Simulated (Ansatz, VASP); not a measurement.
# One calculation of V, two programs

Contents of INCAR:

```
  PREC = Accurate
  ENCUT = 520
  EDIFF = 1E-6
  ISMEAR = -1
  SIGMA = 0.08
  LREAL = False
  LASPH = True
  NELM = 60
  ALGO = Normal
  ISIF = 2
  LWAVE = False
  LCHARG = False
  NBANDS = 20
```

Contents of KPOINTS:

```
regular mesh
0
Gamma
  18 18 10
```

POSCAR

```
V
1.0
    2.4294798882      0.0000000000      0.0000000000
   -1.2147399441      2.1039913012      0.0000000000
    0.0000000000      0.0000000000      4.4408393197
V
2
Direct
    0.3333333333      0.6666666667      0.2500000000
    0.6666666667      0.3333333333      0.7500000000
```

Input for Ansatz:

```yaml
crystal:
  lattice:
    - [2.4294798882, 0.0, 0.0]
    - [-1.2147399441, 2.1039913012, 0.0]
    - [0.0, 0.0, 4.4408393197]
  atoms:
    - { symbol: V, position: [0.3333333333, 0.6666666667, 0.25] }
    - { symbol: V, position: [0.6666666667, 0.3333333333, 0.75] }
kpoints:
  mp_grid: { grid: [18, 18, 10] }
scf:
  occupations: { method: fermi_dirac, width: 0.08 }
hamiltonian:
  xc: lda
  pseudopotentials: { kind: paw }
output:
  forces: true
  stress: true
  eigenvalues: true
  populations: true
```

Change from the starting cell: volume scaled by 0.88, PAW files.

Alike in both runs: task single point; functional LDA; k mesh 18 × 18 × 10; occupations fermi-dirac, width 0.08 eV; no spin polarisation.

|  | VASP | Ansatz |
| --- | --- | --- |
| version | VASP 6.6.1 | Ansatz 0.2.0 |
| potentials or method | VASP PAW LDA potentials, release 64 (V_sv) | PAW with Ansatz's default frozen-core files, scalar-relativistic |
| plane-wave cutoff (eV) | 520 | 420 |
| valence electrons in the cell | 26 | 26 |

Ansatz gave:

- pressure (GPa): 32.1
- traceless stress, the component that is largest in VASP (GPa): 0.00

Q: Which values does VASP return?

A: Pressure (GPa): 33.0; traceless stress, the component that is largest in VASP (GPa): -0.20.

LDA's correlation is that of Perdew and Zunger in VASP and of Perdew and Wang (1992) in Ansatz. Both programs put the cell under a high pressure, so it lies far from rest at this level.
